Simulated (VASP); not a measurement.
# AlCu (Pm-3m) in VASP: single point with LDA

Aim: the single point of AlCu with LDA.

All numbers are computed with VASP 6.6.1; they aren't measurements. Logs are shortened: lines on timing, memory, paths and dates and some standing lists are left out, and cuts for length are marked.

## 1. The cell of the first run

It takes space group Pm-3m (No. 221, cubic). The conventional cell has a = 2.998 Å, b = 2.998 Å, c = 2.998 Å, α = 90.00°, β = 90.00°, γ = 90.00°. Al (site symmetry m-3m) has 8 Cu at 2.60 Å and 6 Al at 3.00 Å within 3.4 Å. Cu (site symmetry m-3m) has 8 Al at 2.60 Å and 6 Cu at 3.00 Å within 3.4 Å.

## 2. Single point, LDA

INCAR reads:

```
PREC = Accurate
ENCUT = 820
EDIFF = 1E-6
ISMEAR = -1
SIGMA = 0.1
LREAL = F
LASPH = T
NELM = 120
ALGO = Normal
ISIF = 2
LWAVE = F
LCHARG = T
GGA = CA
LELF = T
LVHAR = T
NBANDS = 18
GGA_COMPAT = F
```

KPOINTS reads:

```
Automatic mesh
0
Gamma
  7 7 7
```

POSCAR reads:

```
AlCu
1.0
    2.9975100000      0.0000000000      0.0000000000
    0.0000000000      2.9975100000      0.0000000000
    0.0000000000      0.0000000000      2.9975100000
Al Cu
1 1
Direct
    0.0000000000      0.0000000000      0.0000000000
    0.5000000000      0.5000000000      0.5000000000
```

Potentials or basis: VASP PAW LDA potentials, release 64 (Al, Cu_sv_GW).

Launch:

```bash
$ cat potpaw_LDA.64/Al/POTCAR potpaw_LDA.64/Cu_sv_GW/POTCAR > POTCAR
$ mpirun -np 1 vasp_std > vasp.out
```

OUTCAR:

```text
PREC = Accurate
   ENCUT = 820
   EDIFF = 1E-6
   ISMEAR = -1
   LREAL = F
   LASPH = T
   NELM = 120
   ISIF = 2
   GGA = CA

 ion  position               nearest neighbor table
   1  0.000  0.000  0.000-   2 2.60   2 2.60   2 2.60   2 2.60   2 2.60   2 2.60   2 2.60   2 2.60

   2  0.500  0.500  0.500-   1 2.60   1 2.60   1 2.60   1 2.60   1 2.60   1 2.60   1 2.60   1 2.60

  LATTYP: Found a simple cubic cell.
 ALAT       =     2.9975100000

  Lattice vectors:

 A1 = (   2.9975100000,   0.0000000000,   0.0000000000)
 A2 = (   0.0000000000,   2.9975100000,   0.0000000000)
 A3 = (   0.0000000000,   0.0000000000,   2.9975100000)

Analysis of symmetry for initial positions (statically):
=====================================================================
 Subroutine PRICEL returns:
 Original cell was already a primitive cell.

 Routine SETGRP: Setting up the symmetry group for a
 simple cubic supercell.

 Subroutine GETGRP returns: Found 48 space group operations
 (whereof 48 operations were pure point group operations)
 out of a pool of 48 trial point group operations.

The static configuration has the point symmetry O_h .

Analysis of symmetry for dynamics (positions and initial velocities):
=====================================================================
 Subroutine PRICEL returns:
 Original cell was already a primitive cell.

 Routine SETGRP: Setting up the symmetry group for a
 simple cubic supercell.

 Subroutine GETGRP returns: Found 48 space group operations
 (whereof 48 operations were pure point group operations)
 out of a pool of 48 trial point group operations.

The dynamic configuration has the point symmetry O_h .

 Subroutine INISYM returns: Found 48 space group operations
 (whereof 48 operations are pure point group operations),
 and found     1 'primitive' translations

----------------------------------------------------------------------------------------

                                     Primitive cell

  volume of cell :      26.9328

  direct lattice vectors                    reciprocal lattice vectors
     2.997510000  0.000000000  0.000000000     0.333610230  0.000000000  0.000000000
     0.000000000  2.997510000  0.000000000     0.000000000  0.333610230  0.000000000
     0.000000000  0.000000000  2.997510000     0.000000000  0.000000000  0.333610230
[... 67 lines left out ...]
   NGX,Y,Z   is equivalent  to a cutoff of  15.53, 15.53, 15.53 a.u.
   NGXF,Y,Z  is equivalent  to a cutoff of  31.06, 31.06, 31.06 a.u.
 SYSTEM =  unknown system
   PREC   = accura    normal or accurate (medium, high low for compatibility)
   ISTART =      0    job   : 0-new  1-cont  2-samecut
   ICHARG =      2    charge: 1-file 2-atom 10-const
   ISPIN  =      1    spin polarized calculation?
   LNONCOLLINEAR =      F non collinear calculations
   LSORBIT =      F    spin-orbit coupling
   LASPH  =      T    aspherical Exc in radial PAW
   ENCUT  =  820.0 eV  60.27 Ry    7.76 a.u.   7.00  7.00  7.00*2*pi/ulx,y,z
   NELM   =    120;   NELMIN=  2; NELMDL= -5     # of ELM steps
   EDIFF  = 0.1E-05   stopping-criterion for ELM
   LREAL  =      F    real-space projection
[... 7 lines left out ...]
   TEBEG  =    0.0;   TEEND  =   0.0 temperature during run
   PSTRESS=    0.0 pullay stress
   NELECT =      22.0000    total number of electrons
   NUPDOWN=      -1.0000    fix difference up-down
   EMIN   =  10.00;   EMAX   =-10.00  energy-range for DOS
   EFERMI =   0.00;   METHOD = LEGACY
   ISMEAR =    -1;   SIGMA  =   0.10  broadening in eV -4-tet -1-fermi 0-gaus
   EFERMI_NEDOS =   21; number of points for ismear=-14 and -15
   IALGO  =     38    algorithm
   IMIX   =      4    mixing-type and parameters
     AMIX     =   0.40;   BMIX     =  1.00
     AMIX_MAG =   1.60;   BMIX_MAG =  1.00
  volume/ion in A,a.u.               =      13.47        90.88
  Fermi-wavevector in a.u.,A,eV,Ry     =   1.530342  2.891927 31.864107  2.341946
  Thomas-Fermi vector in A             =   2.637838
   LORBIT       =      0    0 simple, 1 ext, 2 COOP (PROOUT), +10 PAW based schemes
   GGA     = CA    functional components
   LHFCALC =     F    Hartree Fock is set to
   AEXX    =    0.0000 exact exchange contribution
   IVDW    =     0    specifies the selected vdW correction
   LEPSILON=     F    determine dielectric tensor
   LRPA    =     F    only Hartree local field effects (RPA)
 non-spin polarized calculation
  energy-cutoff  :      820.00
  volume of cell :       26.93
 maximum number of plane-waves:      1448
 NGX is ok and might be reduce to    28
   NGX = 13   NGY = 13   NGZ = 13

 number of electron      22.0000000 magnetization

 Free energy of the ion-electron system (eV)
  ---------------------------------------------------
  ext. energy  EPLUGINS =         0.00000000
  ---------------------------------------------------
  free energy    TOTEN  =        -9.36954439 eV

  energy without entropy =       -9.35297756  energy(sigma->0) =       -9.36126098

 E-fermi :   8.7665     XC(G=0): -12.0595

 val. band max:        8.4364709360   @ k =   0.4286   0.4286   0.1429
 cond. band min:       8.9194161337   @ k =   0.4286   0.4286   0.2857
 fundamental gap:      0.4829451976
 Fermi energy:         8.7664717740

 k-point     1 :       0.0000    0.0000    0.0000
  band No.  band energies     occupation
      1    -104.1088      2.00000
      2     -62.0605      2.00000
      3     -62.0605      2.00000
      4     -62.0605      2.00000
      5      -2.6859      2.00000
      6       3.8934      2.00000
[... 397 lines left out ...]
      5       3.1825      2.00000
      6       3.4286      2.00000
[... 10 lines left out ...]
     17      14.7849      0.00000
     18      31.9376      0.00000

------------------------ aborting loop because EDIFF is reached ----------------------------------------

  FORCE on cell =-STRESS in cart. coord.  units (eV):
  Direction    XX          YY          ZZ          XY          YZ          ZX
  --------------------------------------------------------------------------------------
  -------------------------------------------------------------------------------------
  Total       -1.4366023     -1.4366023     -1.4366023      0.0000000      0.0000000      0.0000000
  in kB      -85.4604566    -85.4604566    -85.4604566      0.0000000      0.0000000      0.0000000
  external PRESSURE =     -85.4604566 kB  Pullay stress =       0.0000000 kB

 VOLUME and BASIS-vectors are now :
 -----------------------------------------------------------------------------
  energy-cutoff  :      820.00
  volume of cell :       26.93
      direct lattice vectors                 reciprocal lattice vectors
     2.997510000  0.000000000  0.000000000     0.333610230  0.000000000  0.000000000
     0.000000000  2.997510000  0.000000000     0.000000000  0.333610230  0.000000000
     0.000000000  0.000000000  2.997510000     0.000000000  0.000000000  0.333610230

 POSITION                                       TOTAL-FORCE (eV/Angst)
 -----------------------------------------------------------------------------------
      0.00000      0.00000      0.00000         0.000000      0.000000      0.000000
      1.49876      1.49876      1.49876         0.000000      0.000000      0.000000
 -----------------------------------------------------------------------------------
    total drift:                                0.000000      0.000000      0.000000

  FREE ENERGIE OF THE ION-ELECTRON SYSTEM (eV)
  ---------------------------------------------------
  free  energy   TOTEN  =        -9.3695443939 eV

  energy  without entropy=       -9.3529775567  energy(sigma->0) =       -9.36126098
```

Wall time 22 s (1 thread of AMD EPYC 7R43 (Zen 3), shared host); peak memory 0.13 GiB.

Results:

| Quantity | Value |
| --- | --- |
| Free energy | -9.3695 eV |
| Pressure | -8.5 GPa |
| Band gap on the k mesh | zero (bands 11 and 12 overlap by 4.28 eV) |

Caveat: the cell stands under tension.

The gap in the log of VASP goes by the Fermi energy; the results here count the filled bands.